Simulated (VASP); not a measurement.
A run of VASP 6.6.1 is set up as follows.

Contents of INCAR:

```
SYSTEM = ZnAu
PREC = Accurate ; ENCUT = 600
EDIFF = 1E-6 ; ISMEAR = 0
SIGMA = 0.1 ; LREAL = .FALSE.
LASPH = .TRUE. ; NELM = 100
ALGO = Normal ; ISIF = 3
LWAVE = .FALSE. ; LCHARG = .FALSE.
GGA = PE ; IBRION = 2
NSW = 100 ; EDIFFG = -0.005
```

The input KPOINTS:

```
Automatic mesh
0
G
  14 14 14
  0 0 0
```

File POSCAR:

```
ZnAu
1.0
    3.1470000000      0.0000000000      0.0000000000
    0.0000000000      3.1470000000      0.0000000000
    0.0000000000      0.0000000000      3.1470000000
Zn Au
1 1
Direct
    0.5000000000      0.5000000000      0.5000000000
    0.0000000000      0.0000000000      0.0000000000
```

Potentials or basis: VASP PAW PBE potentials, release 64 (Zn, Au).

Command:

```console
$ cat potpaw_PBE.64/Zn/POTCAR potpaw_PBE.64/Au/POTCAR > POTCAR
$ mpirun -np 1 vasp_std > vasp.out
```

(1) Estimate the space group after relaxing (to 0.05 Å).

(2) Predict the relaxed cell.

(3) Estimate the relaxed volume.

Answers

(1) Pm-3m (No. 221).

(2) a = 3.188 Å, b = 3.188 Å, c = 3.188 Å, α = 90.00°, β = 90.00°, γ = 90.00°.

(3) 16.19 Å³/atom.
